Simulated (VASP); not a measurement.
# BeS (F-43m) in VASP: further runs

BeS is run at these levels: PBE; tasks: G0W0 quasiparticle levels.

All numbers are computed with VASP 6.6.1; they aren't measurements. Logs are shortened: lines on timing, memory, paths and dates and some standing lists are left out, and cuts for length are marked.

## 1. The cell of the first run

It takes space group F-43m (No. 216, cubic). Conventional cell: a = 4.869 Å, b = 4.869 Å, c = 4.869 Å, α = 90.00°, β = 90.00°, γ = 90.00°. Within 2.8 Å of Be (site symmetry -43m) lie 4 S at 2.11 Å. Within 2.8 Å of S (site symmetry -43m) lie 4 Be at 2.11 Å.

## 2. G0W0 quasiparticle levels, PBE

Input file POSCAR:

```
BeS
1.0
    0.0000000000      2.4343066366      2.4343066366
    2.4343066366      0.0000000000      2.4343066366
    2.4343066366      2.4343066366      0.0000000000
Be S
1 1
Direct
    0.0000000000      0.0000000000      0.0000000000
    0.2500000000      0.2500000000      0.2500000000
```

Input file INCAR.step1:

```
SYSTEM = BeS
PREC = Accurate
ENCUT = 500
EDIFF = 1E-8
ISMEAR = 0
SIGMA = 0.01
LREAL = .False.
LASPH = .True.
NELM = 60
ALGO = Normal
LWAVE = .True.
LCHARG = .False.
GGA = PE
```

Input file INCAR.step2:

```
SYSTEM = BeS
PREC = Accurate
ENCUT = 500
EDIFF = 1E-8
ISMEAR = 0
SIGMA = 0.01
LREAL = .False.
LASPH = .True.
NELM = 1
ALGO = Exact
LWAVE = .True.
LCHARG = .False.
GGA = PE
NBANDS = 34
LOPTICS = .True.
ISTART = 1
```

Input file INCAR.step3:

```
SYSTEM = BeS
PREC = Accurate
ENCUT = 500
EDIFF = 1E-8
ISMEAR = 0
SIGMA = 0.01
LREAL = .False.
LASPH = .True.
ALGO = EVGW0
LWAVE = .False.
LCHARG = .False.
GGA = PE
NELMGW = 1
NBANDS = 34
ENCUTGW = 60
NOMEGA = 48
PRECFOCK = Fast
ISTART = 1
NBANDSGW = 12
```

Input file KPOINTS:

```
Automatic mesh
0
Gamma
  4 4 4
  0 0 0
```

Potentials or basis: VASP PAW PBE potentials, release 64 (Be_GW, S_GW).

On the command line:

```
> cat potpaw_PBE.64/Be_GW/POTCAR potpaw_PBE.64/S_GW/POTCAR > POTCAR
> cp INCAR.step1 INCAR
> mpirun -np 1 vasp_std > vasp.out
> cp INCAR.step2 INCAR
> mpirun -np 1 vasp_std > vasp.out
> cp INCAR.step3 INCAR
> mpirun -np 1 vasp_std > vasp.out
```

OUTCAR:

```text
SYSTEM = BeS
   PREC = Accurate
   ENCUT = 500
   EDIFF = 1E-8
   ISMEAR = 0
   LREAL = .False.
   LASPH = .True.
   GGA = PE
   NELMGW = 1
   ENCUTGW = 60
   PRECFOCK = Fast
   ISTART = 1

 ion  position               nearest neighbor table
   1  0.000  0.000  0.000-   2 2.11   2 2.11   2 2.11   2 2.11
   2  0.250  0.250  0.250-   1 2.11   1 2.11   1 2.11   1 2.11

  LATTYP: Found a face centered cubic cell.
 ALAT       =     4.8686132732

  Lattice vectors:

 A1 = (   0.0000000000,   2.4343066366,   2.4343066366)
 A2 = (   2.4343066366,   0.0000000000,   2.4343066366)
 A3 = (   2.4343066366,   2.4343066366,   0.0000000000)

Analysis of symmetry for initial positions (statically):
=====================================================================
 Subroutine PRICEL returns:
 Original cell was already a primitive cell.

 Routine SETGRP: Setting up the symmetry group for a
 face centered cubic supercell.

 Subroutine GETGRP returns: Found 24 space group operations
 (whereof 24 operations were pure point group operations)
 out of a pool of 48 trial point group operations.

The static configuration has the point symmetry T_d .

Analysis of symmetry for dynamics (positions and initial velocities):
=====================================================================
 Subroutine PRICEL returns:
 Original cell was already a primitive cell.

 Routine SETGRP: Setting up the symmetry group for a
 face centered cubic supercell.

 Subroutine GETGRP returns: Found 24 space group operations
 (whereof 24 operations were pure point group operations)
 out of a pool of 48 trial point group operations.

The dynamic configuration has the point symmetry T_d .

 Subroutine INISYM returns: Found 24 space group operations
 (whereof 24 operations are pure point group operations),
 and found     1 'primitive' translations

----------------------------------------------------------------------------------------

                                     Primitive cell

  volume of cell :      28.8507

  direct lattice vectors                    reciprocal lattice vectors
     0.000000000  2.434306637  2.434306637    -0.205397296  0.205397296  0.205397296
     2.434306637  0.000000000  2.434306637     0.205397296 -0.205397296  0.205397296
     2.434306637  2.434306637  0.000000000     0.205397296  0.205397296 -0.205397296

  length of vectors
     3.442629460  3.442629460  3.442629460     0.355758552  0.355758552  0.355758552

  position of ions in fractional coordinates (direct lattice)
     0.000000000  0.000000000  0.000000000
     0.250000000  0.250000000  0.250000000

  ion indices of the primitive-cell ions
   primitive index   ion index
                 1           1
                 2           2

----------------------------------------------------------------------------------------

 KPOINTS: Automatic mesh

Automatic generation of k-mesh.
 Grid dimensions read from file:
 generate k-points for:    4    4    4

 Generating k-lattice:

  Cartesian coordinates                     Fractional coordinates (reciprocal lattice)
    -0.051349324  0.051349324  0.051349324     0.250000000  0.000000000  0.000000000
     0.051349324 -0.051349324  0.051349324     0.000000000  0.250000000  0.000000000
     0.051349324  0.051349324 -0.051349324     0.000000000  0.000000000  0.250000000

  Length of vectors
     0.088939638  0.088939638  0.088939638

  Shift w.r.t. Gamma in fractional coordinates (k-lattice)
     0.000000000  0.000000000  0.000000000

 Subroutine IBZKPT returns following result:
 ===========================================

 Found      8 irreducible k-points:

 Following reciprocal coordinates:
            Coordinates               Weight
  0.000000  0.000000  0.000000      1.000000
  0.250000  0.000000  0.000000      8.000000
  0.500000  0.000000  0.000000      4.000000
  0.250000  0.250000  0.000000      6.000000
  0.500000  0.250000  0.000000     24.000000
 -0.250000  0.250000  0.000000     12.000000
  0.500000  0.500000  0.000000      3.000000
 -0.250000  0.500000  0.250000      6.000000
   k-points           NKPTS =      8   k-points in BZ     NKDIM =     64   number of bands    NBANDS=     34
   number of dos      NEDOS =    301   number of ions     NIONS =      2
   total plane-waves  NPLWV =  21952
   dimension x,y,z NGX =    28 NGY =   28 NGZ =   28
   dimension x,y,z NGXF=    56 NGYF=   56 NGZF=   56
   ions per type =               1   1
   NGX,Y,Z   is equivalent  to a cutoff of  13.52, 13.52, 13.52 a.u.
   NGXF,Y,Z  is equivalent  to a cutoff of  27.04, 27.04, 27.04 a.u.
 SYSTEM =  BeS
   PREC   = accura    normal or accurate (medium, high low for compatibility)
   ISTART =      1    job   : 0-new  1-cont  2-samecut
   ICHARG =      0    charge: 1-file 2-atom 10-const
   ISPIN  =      1    spin polarized calculation?
   LNONCOLLINEAR =      F non collinear calculations
   LSORBIT =      F    spin-orbit coupling
   LASPH  =      T    aspherical Exc in radial PAW
   ENCUT  =  500.0 eV  36.75 Ry    6.06 a.u.   6.28  6.28  6.28*2*pi/ulx,y,z
   NELM   =     60;   NELMIN=  2; NELMDL=  0     # of ELM steps
   EDIFF  = 0.1E-07   stopping-criterion for ELM
   LREAL  =      F    real-space projection
   EDIFFG = 0.1E-06   stopping-criterion for IOM
   NSW    =      0    number of steps for IOM
   IBRION =     -1    ionic relax: 0-MD 1-quasi-New 2-CG
   NFREE  =      0    steps in history (QN), initial steepest desc. (CG)
   ISIF   =      0    stress and relaxation
   ISYM   =      3    0-nonsym 1-usesym 2-fastsym
   POTIM  = 0.5000    time-step for ionic-motion
   TEBEG  =    0.0;   TEEND  =   0.0 temperature during run
   PSTRESS=    0.0 pullay stress
   NELECT =       8.0000    total number of electrons
   NUPDOWN=      -1.0000    fix difference up-down
   EMIN   =  10.00;   EMAX   =-10.00  energy-range for DOS
   EFERMI =   0.00;   METHOD = LEGACY
   ISMEAR =     0;   SIGMA  =   0.01  broadening in eV -4-tet -1-fermi 0-gaus
   EFERMI_NEDOS =   21; number of points for ismear=-14 and -15
   IALGO  =     38    algorithm
   IMIX   =      4    mixing-type and parameters
     AMIX     =   0.40;   BMIX     =  1.00
     AMIX_MAG =   1.60;   BMIX_MAG =  1.00
  volume/ion in A,a.u.               =      14.43        97.35
  Fermi-wavevector in a.u.,A,eV,Ry     =   1.067545  2.017368 15.505913  1.139652
  Thomas-Fermi vector in A             =   2.203165
   LORBIT       =      0    0 simple, 1 ext, 2 COOP (PROOUT), +10 PAW based schemes
   GGA     = PE    functional components
   LHFCALC =     T    Hartree Fock is set to
   PRECFOCK=fast      Normal, Fast or Accurate (Low or Medium for compatibility)
   ENCUT4O =  -1.0   cutoff for four orbital integrals eV
   NKREDX  =     1    reduce k-point grid by
   NKREDY  =     1    reduce k-point grid by
   NKREDZ  =     1    reduce k-point grid by
   AEXX    =    1.0000 exact exchange contribution
   HFSCREEN=    0.0000 screening length (either q_TF or 0.3 A-1)
   HFSCREENC=   0.0000 screening length for correlation (either q_TF or 0.3 A-1)
   ENCUTFOCK=  -1.0 apply spherical cutoff to Coloumb kernel
   IVDW    =     0    specifies the selected vdW correction
   LEPSILON=     F    determine dielectric tensor
   LRPA    =     F    only Hartree local field effects (RPA)
   LRPAFORCE           =     F    calculate RPA forces
   ENCUTGW             =  60.0    cutoff for response function in eV
   ENCUTGWSOFT         =  48.0    soft cutoff for Coulomb kernel in GW response function in eV
   ENCUTLF             =  -1.0    cutoff for local field effects
   NELMGW              =     1    number of iterations in solving QP/BSE equation
   NELMHF              =     1    number of iterations in the inner HF iteration
   NKREDLFX            =     1    NKREDLFY  =   1   NKREDLFZ  =   1
 non-spin polarized calculation
 Gauss-broadening in eV      SIGMA  =   0.01
  energy-cutoff  :      500.00
  volume of cell :       28.85
 maximum number of plane-waves:       754
 NGX is ok and might be reduce to    28
  NGX = 14; NGY = 14; NGZ = 14
   NGX = 13   NGY = 13   NGZ = 13
 maximum number of plane-waves:        34
 NGX is ok and might be reduce to    10

 QP shifts <psi_nk| G(iteration)W_0 |psi_nk>: iteration 1
 for sc-GW calculations column KS-energies equals QP-energies in previous step
 and V_xc(KS)=  KS-energies - (<T + V_ion + V_H > + <T+V_H+V_ion>^1  + <V_x>^1)

 k-point   1 :       0.0000    0.0000    0.0000
  band No.  KS-energies  QP-energies   sigma(KS)   V_xc(KS)     V^pw_x(r,r')   Z            occupation Imag(sigma)

      1      -9.9238     -10.5569     -13.6201     -12.7969     -21.3167       0.7690       2.0000       1.6045
      2       3.6985       3.2746     -14.2376     -13.7029     -16.6002       0.7928       2.0000       0.0703
      3       3.6985       3.2746     -14.2376     -13.7029     -16.6002       0.7928       2.0000       0.0703
      4       3.6985       3.2746     -14.2376     -13.7029     -16.6002       0.7928       2.0000       0.0703
      5       9.3382      10.4001      -9.1867     -10.5184      -5.2071       0.7973       0.0000      -0.0907
      6       9.3382      10.4001      -9.1867     -10.5184      -5.2071       0.7973       0.0000      -0.0907
      7       9.3382      10.4001      -9.1867     -10.5184      -5.2071       0.7973       0.0000      -0.0907
      8       9.4800      10.2423      -9.4617     -10.4162      -5.2385       0.7986       0.0000      -0.0991
      9      16.3137      17.6260      -9.7399     -11.4347      -4.9428       0.7744       0.0000      -0.2107
     10      16.3137      17.6260      -9.7399     -11.4347      -4.9428       0.7744       0.0000      -0.2107
     11      18.4840      18.7633      -8.1578      -8.5247      -2.3184       0.7612       0.0000      -0.4946
     12      20.1712      20.6676      -8.0399      -8.6743      -2.2504       0.7825       0.0000      -0.5733

 k-point   2 :       0.2500    0.0000    0.0000
  band No.  KS-energies  QP-energies   sigma(KS)   V_xc(KS)     V^pw_x(r,r')   Z            occupation Imag(sigma)
[... 97 lines left out ...]
      1      -7.7559      -8.0322     -14.3126     -13.9285     -21.5811       0.7194       2.0000       1.0600
      2      -0.5221      -1.4192     -13.1815     -11.9915     -16.6418       0.7539       2.0000       0.1405
      3      -0.1174      -0.9536     -12.8944     -11.8017     -15.9977       0.7652       2.0000       0.1224
      4       0.3978      -0.3628     -12.7122     -11.7282     -15.5647       0.7729       2.0000       0.1068
      5      10.1403      10.9308      -9.5206     -10.5107      -5.6277       0.7985       0.0000      -0.0971
      6      11.7545      12.6863      -8.9211     -10.0920      -4.6353       0.7957       0.0000      -0.1140
      7      12.0695      13.0395      -8.9745     -10.2212      -4.1861       0.7780       0.0000      -0.1392
      8      12.4441      13.6668     -10.2215     -11.8058      -5.6127       0.7718       0.0000      -0.1413
      9      17.8162      19.2561     -10.0065     -11.9142      -4.5042       0.7548       0.0000      -0.3556
     10      17.9928      19.0517     -10.0707     -11.4961      -4.1889       0.7429       0.0000      -0.4426
     11      20.4504      21.9041      -9.9046     -11.8088      -4.0217       0.7634       0.0000      -0.5682
     12      22.0868      23.0061      -9.3956     -10.5489      -3.4749       0.7972       0.0000      -0.8663
```

Run time: 16 s. Hardware: 1 thread of Intel Xeon 6975P-C (Granite Rapids), shared host; peak memory 0.24 GiB.

What came out:

| Quantity | Value |
| --- | --- |
| Band gap on the k mesh, mean-field level | 3.12 eV, indirect (least direct gap 5.64 eV) |
| Quasiparticle gap | 4.10 eV |
| Least direct quasiparticle gap | 6.99 eV |

Caveat: the k points lie up to 0.56 Å⁻¹ apart; bands, screening cutoff and mesh are small and nothing is extrapolated, so the quasiparticle values aren't converged.

(Part 1 of 2 ends here.)
